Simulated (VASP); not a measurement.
# In (Fd-3m) in VASP: further runs

Runs on In. Level: PBE. Tasks: single point.

Program: VASP 6.6.1. These are calculated values, not measurements. Logs are shortened: lines on timing, memory, paths and dates and some standing lists are left out, and cuts for length are marked.

**1. The cell of the first run**

It takes space group Fd-3m (No. 227, cubic). The conventional cell has a = 6.638 Å, b = 6.638 Å, c = 6.638 Å, α = 90.00°, β = 90.00°, γ = 90.00°. In (site symmetry -43m) has 4 In at 2.87 Å within 3.8 Å.

**2. Single point, PBE**

The input, INCAR:

```
ALGO = Normal ; EDIFF = 1E-7
ENCUT = 520 ; GGA = PE
ISIF = 2 ; ISMEAR = -1
LASPH = True ; LCHARG = True
LELF = True ; LREAL = False
LVHAR = True ; LWAVE = False
NBANDS = 20 ; NELM = 100
PREC = Accurate ; SIGMA = 0.08
```

The input, KPOINTS:

```
k-points
0
Gamma
  10 10 10
```

The input, POSCAR:

```
In
1.0
    0.0000000000      3.3190669506      3.3190669506
    3.3190669506      0.0000000000      3.3190669506
    3.3190669506      3.3190669506      0.0000000000
In
2
Direct
   -0.1250000000     -0.1250000000     -0.1250000000
    0.1250000000      0.1250000000      0.1250000000
```

Potentials or basis: VASP PAW PBE potentials, release 64 (In_d).

Command:

```bash
> cat potpaw_PBE.64/In_d/POTCAR > POTCAR
> mpirun -np 1 vasp_std > vasp.out
```

OUTCAR:

```text
EDIFF = 1E-7
   ENCUT = 520
   GGA = PE
   ISIF = 2
   ISMEAR = -1
   LASPH = True
   LREAL = False
   NELM = 100
   PREC = Accurate

 ion  position               nearest neighbor table
   1  0.875  0.875  0.875-   2 2.87   2 2.87   2 2.87   2 2.87
   2  0.125  0.125  0.125-   1 2.87   1 2.87   1 2.87   1 2.87

  LATTYP: Found a face centered cubic cell.
 ALAT       =     6.6381339012

  Lattice vectors:

 A1 = (   0.0000000000,   3.3190669506,   3.3190669506)
 A2 = (   3.3190669506,   0.0000000000,   3.3190669506)
 A3 = (   3.3190669506,   3.3190669506,   0.0000000000)

Analysis of symmetry for initial positions (statically):
=====================================================================
 Subroutine PRICEL returns:
 Original cell was already a primitive cell.

 Routine SETGRP: Setting up the symmetry group for a
 face centered cubic supercell.

 Subroutine GETGRP returns: Found 48 space group operations
 (whereof 12 operations were pure point group operations)
 out of a pool of 48 trial point group operations.

The static configuration has the point symmetry D_3d.
 The point group associated with its full space group is O_h .

Analysis of symmetry for dynamics (positions and initial velocities):
=====================================================================
 Subroutine PRICEL returns:
 Original cell was already a primitive cell.

 Routine SETGRP: Setting up the symmetry group for a
 face centered cubic supercell.

 Subroutine GETGRP returns: Found 48 space group operations
 (whereof 12 operations were pure point group operations)
 out of a pool of 48 trial point group operations.

The dynamic configuration has the point symmetry D_3d.
 The point group associated with its full space group is O_h .

 Subroutine INISYM returns: Found 48 space group operations
 (whereof 12 operations are pure point group operations),
 and found     1 'primitive' translations

----------------------------------------------------------------------------------------

                                     Primitive cell

  volume of cell :      73.1270

  direct lattice vectors                    reciprocal lattice vectors
     0.000000000  3.319066951  3.319066951    -0.150644747  0.150644747  0.150644747
     3.319066951  0.000000000  3.319066951     0.150644747 -0.150644747  0.150644747
     3.319066951  3.319066951  0.000000000     0.150644747  0.150644747 -0.150644747

  length of vectors
     4.693869496  4.693869496  4.693869496     0.260924355  0.260924355  0.260924355

  position of ions in fractional coordinates (direct lattice)
     0.875000000  0.875000000  0.875000000
     0.125000000  0.125000000  0.125000000

  ion indices of the primitive-cell ions
   primitive index   ion index
                 1           1
                 2           2

----------------------------------------------------------------------------------------

 KPOINTS: k-points

Automatic generation of k-mesh.
 Grid dimensions read from file:
 generate k-points for:   10   10   10

 Generating k-lattice:

  Cartesian coordinates                     Fractional coordinates (reciprocal lattice)
    -0.015064475  0.015064475  0.015064475     0.100000000  0.000000000  0.000000000
     0.015064475 -0.015064475  0.015064475     0.000000000  0.100000000  0.000000000
     0.015064475  0.015064475 -0.015064475     0.000000000  0.000000000  0.100000000

  Length of vectors
     0.026092436  0.026092436  0.026092436

  Shift w.r.t. Gamma in fractional coordinates (k-lattice)
     0.000000000  0.000000000  0.000000000

 Subroutine IBZKPT returns following result:
 ===========================================

 Found     47 irreducible k-points:

 Following reciprocal coordinates:
            Coordinates               Weight
  0.000000  0.000000  0.000000      1.000000
  0.100000  0.000000  0.000000      8.000000
  0.200000  0.000000  0.000000      8.000000
  0.300000  0.000000  0.000000      8.000000
  0.400000  0.000000  0.000000      8.000000
  0.500000  0.000000  0.000000      4.000000
[... 16 lines left out ...]
  0.300000  0.300000  0.000000      6.000000
  0.400000  0.300000  0.000000     24.000000
 [... further k-points ...]
   k-points           NKPTS =     47   k-points in BZ     NKDIM =     47   number of bands    NBANDS=     20
   number of dos      NEDOS =    301   number of ions     NIONS =      2
   total plane-waves  NPLWV =  46656
   dimension x,y,z NGX =    36 NGY =   36 NGZ =   36
   dimension x,y,z NGXF=    72 NGYF=   72 NGZF=   72
   ions per type =               2
   NGX,Y,Z   is equivalent  to a cutoff of  12.75, 12.75, 12.75 a.u.
   NGXF,Y,Z  is equivalent  to a cutoff of  25.50, 25.50, 25.50 a.u.
 SYSTEM =  unknown system
   PREC   = accura    normal or accurate (medium, high low for compatibility)
   ISTART =      0    job   : 0-new  1-cont  2-samecut
   ICHARG =      2    charge: 1-file 2-atom 10-const
   ISPIN  =      1    spin polarized calculation?
   LNONCOLLINEAR =      F non collinear calculations
   LSORBIT =      F    spin-orbit coupling
   LASPH  =      T    aspherical Exc in radial PAW
   ENCUT  =  520.0 eV  38.22 Ry    6.18 a.u.   8.73  8.73  8.73*2*pi/ulx,y,z
   NELM   =    100;   NELMIN=  2; NELMDL= -5     # of ELM steps
   EDIFF  = 0.1E-06   stopping-criterion for ELM
   LREAL  =      F    real-space projection
   EDIFFG = 0.1E-05   stopping-criterion for IOM
   NSW    =      0    number of steps for IOM
   IBRION =     -1    ionic relax: 0-MD 1-quasi-New 2-CG
   NFREE  =      0    steps in history (QN), initial steepest desc. (CG)
   ISIF   =      2    stress and relaxation
   ISYM   =      2    0-nonsym 1-usesym 2-fastsym
   POTIM  = 0.5000    time-step for ionic-motion
   TEBEG  =    0.0;   TEEND  =   0.0 temperature during run
   PSTRESS=    0.0 pullay stress
   NELECT =      26.0000    total number of electrons
   NUPDOWN=      -1.0000    fix difference up-down
   EMIN   =  10.00;   EMAX   =-10.00  energy-range for DOS
   EFERMI =   0.00;   METHOD = LEGACY
   ISMEAR =    -1;   SIGMA  =   0.08  broadening in eV -4-tet -1-fermi 0-gaus
   EFERMI_NEDOS =   21; number of points for ismear=-14 and -15
   IALGO  =     38    algorithm
   IMIX   =      4    mixing-type and parameters
     AMIX     =   0.40;   BMIX     =  1.00
     AMIX_MAG =   1.60;   BMIX_MAG =  1.00
  volume/ion in A,a.u.               =      36.56       246.74
  Fermi-wavevector in a.u.,A,eV,Ry     =   1.159774  2.191655 18.300858  1.345075
  Thomas-Fermi vector in A             =   2.296363
   LORBIT       =      0    0 simple, 1 ext, 2 COOP (PROOUT), +10 PAW based schemes
   GGA     = PE    functional components
   LHFCALC =     F    Hartree Fock is set to
   AEXX    =    0.0000 exact exchange contribution
   IVDW    =     0    specifies the selected vdW correction
   LEPSILON=     F    determine dielectric tensor
   LRPA    =     F    only Hartree local field effects (RPA)
 non-spin polarized calculation
  energy-cutoff  :      520.00
  volume of cell :       73.13
 maximum number of plane-waves:      1989
   NGX = 17   NGY = 17   NGZ = 17

 number of electron      26.0000017 magnetization

 Free energy of the ion-electron system (eV)
  ---------------------------------------------------
  ext. energy  EPLUGINS =         0.00000000
  ---------------------------------------------------
  free energy    TOTEN  =        -4.45457771 eV

  energy without entropy =       -4.42296558  energy(sigma->0) =       -4.43877165

 E-fermi :   3.9180     XC(G=0):  -8.4591

 val. band max:        3.8864655788   @ k =  -0.4000   0.3000   0.1000
 cond. band min:       3.9351565078   @ k =   0.5000   0.3000   0.1000
 fundamental gap:      0.0486909289
 Fermi energy:         3.9179562662

 k-point     1 :       0.0000    0.0000    0.0000
  band No.  band energies     occupation
      1     -10.7295      2.00000
      2     -10.7295      2.00000
      3     -10.7295      2.00000
      4     -10.6635      2.00000
      5     -10.6635      2.00000
      6     -10.2384      2.00000
[... 12 lines left out ...]
     19       9.9722      0.00000
     20      13.0667      0.00000

 k-point     2 :       0.1000    0.0000    0.0000
  band No.  band energies     occupation
      1     -10.7417      2.00000
      2     -10.7417      2.00000
      3     -10.7269      2.00000
      4     -10.6465      2.00000
      5     -10.6465      2.00000
      6     -10.2514      2.00000
[... 12 lines left out ...]
     19      10.5799      0.00000
     20      12.3365      0.00000

 k-point     3 :       0.2000    0.0000    0.0000
  band No.  band energies     occupation
      1     -10.7595      2.00000
      2     -10.7595      2.00000
      3     -10.7199      2.00000
      4     -10.6172      2.00000
      5     -10.6172      2.00000
      6     -10.2724      2.00000
[... 12 lines left out ...]
     19      11.2441      0.00000
     20      11.9660      0.00000

 k-point     4 :       0.3000    0.0000    0.0000
  band No.  band energies     occupation
      1     -10.7707      2.00000
      2     -10.7707      2.00000
      3     -10.7112      2.00000
      4     -10.5943      2.00000
      5     -10.5943      2.00000
      6     -10.2872      2.00000
[... 12 lines left out ...]
     19      11.1510      0.00000
     20      12.2948      0.00000

 k-point     5 :       0.4000    0.0000    0.0000
  band No.  band energies     occupation
      1     -10.7753      2.00000
      2     -10.7753      2.00000
      3     -10.7041      2.00000
      4     -10.5828      2.00000
      5     -10.5828      2.00000
      6     -10.2927      2.00000
[... 12 lines left out ...]
     19      12.5904      0.00000
     20      13.2078      0.00000

 k-point     6 :       0.5000    0.0000    0.0000
  band No.  band energies     occupation
      1     -10.7763      2.00000
      2     -10.7763      2.00000
      3     -10.7014      2.00000
      4     -10.5800      2.00000
      5     -10.5800      2.00000
      6     -10.2934      2.00000
[... 12 lines left out ...]
     19      13.7990      0.00000
     20      14.0007      0.00000

 k-point     7 :       0.1000    0.1000    0.0000
  band No.  band energies     occupation
      1     -10.7445      2.00000
      2     -10.7366      2.00000
      3     -10.7366      2.00000
      4     -10.6516      2.00000
      5     -10.6287      2.00000
      6     -10.2873      2.00000
[... 12 lines left out ...]
     19      10.7224      0.00000
     20      11.5017      0.00000
[... 277 lines left out ...]
 k-point    20 :      -0.4000    0.2000    0.0000
  band No.  band energies     occupation
      1     -10.8176      2.00000
      2     -10.7919      2.00000
      3     -10.6494      2.00000
      4     -10.5418      2.00000
      5     -10.5217      2.00000
      6     -10.3768      2.00000
[... 12 lines left out ...]
     19      12.2438      0.00000
     20      12.9032      0.00000

 k-point    21 :      -0.3000    0.2000    0.0000
  band No.  band energies     occupation
      1     -10.8070      2.00000
      2     -10.7943      2.00000
      3     -10.6535      2.00000
      4     -10.5752      2.00000
      5     -10.5218      2.00000
      6     -10.3592      2.00000
[... 12 lines left out ...]
     19      11.8164      0.00000
     20      12.7858      0.00000

 k-point    22 :      -0.2000    0.2000    0.0000
  band No.  band energies     occupation
      1     -10.7895      2.00000
      2     -10.7861      2.00000
      3     -10.6808      2.00000
      4     -10.5980      2.00000
      5     -10.5471      2.00000
      6     -10.3421      2.00000
[... 12 lines left out ...]
     19      11.3268      0.00000
     20      12.9448      0.00000

 k-point    23 :       0.3000    0.3000    0.0000
  band No.  band energies     occupation
      1     -10.7733      2.00000
      2     -10.7733      2.00000
      3     -10.7417      2.00000
      4     -10.5635      2.00000
      5     -10.4791      2.00000
      6     -10.4671      2.00000
[... 12 lines left out ...]
     19      12.0813      0.00000
     20      13.9895      0.00000

 k-point    24 :       0.4000    0.3000    0.0000
  band No.  band energies     occupation
      1     -10.7951      2.00000
      2     -10.7821      2.00000
      3     -10.7087      2.00000
      4     -10.5321      2.00000
      5     -10.5032      2.00000
      6     -10.4442      2.00000
[... 12 lines left out ...]
     19      13.6778      0.00000
     20      14.4781      0.00000

 [... further k-points ...]

------------------------ aborting loop because EDIFF is reached ----------------------------------------

  FORCE on cell =-STRESS in cart. coord.  units (eV):
  Direction    XX          YY          ZZ          XY          YZ          ZX
  --------------------------------------------------------------------------------------
  -------------------------------------------------------------------------------------
  Total        0.4848433      0.4848433      0.4848433      0.0000000     -0.0000000      0.0000000
  in kB       10.6226763     10.6226763     10.6226763      0.0000000     -0.0000000      0.0000000
  external PRESSURE =      10.6226763 kB  Pullay stress =       0.0000000 kB

 VOLUME and BASIS-vectors are now :
 -----------------------------------------------------------------------------
  energy-cutoff  :      520.00
  volume of cell :       73.13
      direct lattice vectors                 reciprocal lattice vectors
     0.000000000  3.319066951  3.319066951    -0.150644747  0.150644747  0.150644747
     3.319066951  0.000000000  3.319066951     0.150644747 -0.150644747  0.150644747
     3.319066951  3.319066951  0.000000000     0.150644747  0.150644747 -0.150644747

 POSITION                                       TOTAL-FORCE (eV/Angst)
 -----------------------------------------------------------------------------------
      5.80837      5.80837      5.80837        -0.000000     -0.000000     -0.000000
      0.82977      0.82977      0.82977         0.000000      0.000000      0.000000
 -----------------------------------------------------------------------------------
    total drift:                                0.000000      0.000000      0.000000

  FREE ENERGIE OF THE ION-ELECTRON SYSTEM (eV)
  ---------------------------------------------------
  free  energy   TOTEN  =        -4.4545777141 eV

  energy  without entropy=       -4.4229655767  energy(sigma->0) =       -4.43877165
```

Run time: 40 s. Hardware: 1 thread of Intel Xeon 6975P-C (Granite Rapids), shared host; peak memory 0.21 GiB.

Results:

| Quantity | Value |
| --- | --- |
| Free energy | -4.4546 eV |
| Pressure | 1.1 GPa |
| Band gap on the k mesh | zero (band 13 reaches 6.28 eV, above the bottom of band 14 at 2.84 eV) |

Caveat: spin-orbit coupling is left out, which moves the levels of the heavy elements.

**3. Single point, PBE**

The input, INCAR:

```
SYSTEM = In
ALGO = Normal
EDIFF = 1E-6
ENCUT = 520
GGA = PE
ISIF = 2
ISMEAR = -1
LASPH = .True.
LCHARG = .True.
LELF = .True.
LREAL = .False.
LVHAR = .True.
LWAVE = .False.
NBANDS = 20
NELM = 80
PREC = Accurate
SIGMA = 0.08
```

The input, KPOINTS:

```
k-points
0
Gamma
  10 10 10
  0 0 0
```

POSCAR is that of step 2.

Potentials or basis: VASP PAW PBE potentials, release 64 (In_d).

Command:

```bash
> cat potpaw_PBE.64/In_d/POTCAR > POTCAR
> mpirun -np 1 vasp_std > vasp.out
```

Run time: 29 s. Hardware: 1 thread of Intel Xeon 6975P-C (Granite Rapids), shared host; peak memory 0.22 GiB.

The run converged. Its results:

```
Free energy            : -4.4546 eV
Pressure               : 1.1 GPa
Band gap on the k mesh : zero (band 13 reaches 6.28 eV, above the bottom of band 14 at 2.84 eV)
```

Levels at points of the mesh, in eV from the Fermi level:
```tsv
k point	band 10	band 11	band 12	band 13	band 14	band 15	band 16	band 17
(0.00, 0.00, 0.00)	-14.11	-8.01	2.28	2.36	2.36	2.36	4.02	4.02
(0.50, 0.00, 0.00)	-14.06	-6.27	-3.95	1.05	1.05	2.23	4.94	4.94
(0.50, 0.50, 0.00)	-14.04	-4.85	-4.85	-0.43	-0.43	2.47	2.47	9.72
```

Caveat: spin-orbit coupling is left out, which moves the levels of the heavy elements.
